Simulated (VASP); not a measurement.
# Cd: relaxation of cell and atoms with PBE

The system is Cd.

```xyz
1
Lattice="2.5928 0.0000 0.0000 -1.2964 2.2454 0.0000 0.0000 0.0000 2.4372" Properties=species:S:1:pos:R:3 pbc="T T T"
Cd    0.0000    0.0000    0.0000
```

```
Program                : VASP 6.6.1
Task                   : relaxation of cell and atoms
Functional             : PBE
Potentials or basis    : VASP PAW PBE potentials, release 64 (Cd)
Cutoff                 : 600 eV
k mesh                 : 17 × 17 × 15
Occupations            : fermi-dirac, width 0.05 eV
Spin                   : no spin polarisation
Target pressure        : 84 GPa
Dipole correction      : no
Further INCAR settings : ALGO = Normal; EDIFF = 1e-06; IBRION = 2; EDIFFG = -0.005; NSW = 60; ISIF = 3
```

- Relaxed volume: 14.82 Å³/atom
- Relaxed cell: a = 2.589 Å, b = 2.589 Å, c = 2.554 Å, α = 90.00°, β = 90.00°, γ = 120.00°
- Space group after relaxing (to 0.05 Å): P6/mmm (No. 191)
- Energy change on relaxing (the enthalpy is what falls): -406.0 meV/atom
- Ionic steps: 9
- Pressure after relaxing: 84.0 GPa
- Band gap on the k mesh: zero (band 6 reaches 10.42 eV, above the bottom of band 7 at 3.93 eV)

The path:
```tsv
step	energy change (eV)	largest force (eV/Å)	pressure (GPa)	volume (Å³)
1	0.0000	0.0000	103.00	14.19
2	-1.4208	0.0000	33.58	17.86
3	-0.5200	0.0000	77.82	15.06
4	-0.4736	0.0000	80.13	14.97
5	-0.2759	0.0000	90.72	14.61
6	-0.4019	0.0000	84.23	14.82
7	-0.4047	0.0000	84.06	14.82
8	-0.4092	0.0000	83.84	14.83
9	-0.4060	0.0000	83.99	14.82
```

Final structure:
```
Cd
1.0
     2.58887    0.00000    0.00000
    -1.29443    2.24202    0.00000
     0.00000    0.00000    2.55395
Cd
1
Direct
  0.00000 0.00000 0.00000
```

Levels at points of the mesh, in eV from the Fermi level:
| k point | band 2 | band 3 | band 4 | band 5 | band 6 | band 7 | band 8 | band 9 | band 10 |
| --- | --- | --- | --- | --- | --- | --- | --- | --- | --- |
| (0.00, 0.00, 0.00) | -12.47 | -11.23 | -11.23 | -9.24 | -9.24 | 11.27 | 15.50 | 17.53 | 19.26 |

Wall time 120 s on 1 thread of AMD EPYC 9R14 (Zen 4), on a shared host, peak memory 0.15 GiB.

Caveat: the cell is relaxed towards a set pressure, so the enthalpy falls and the energy may rise.
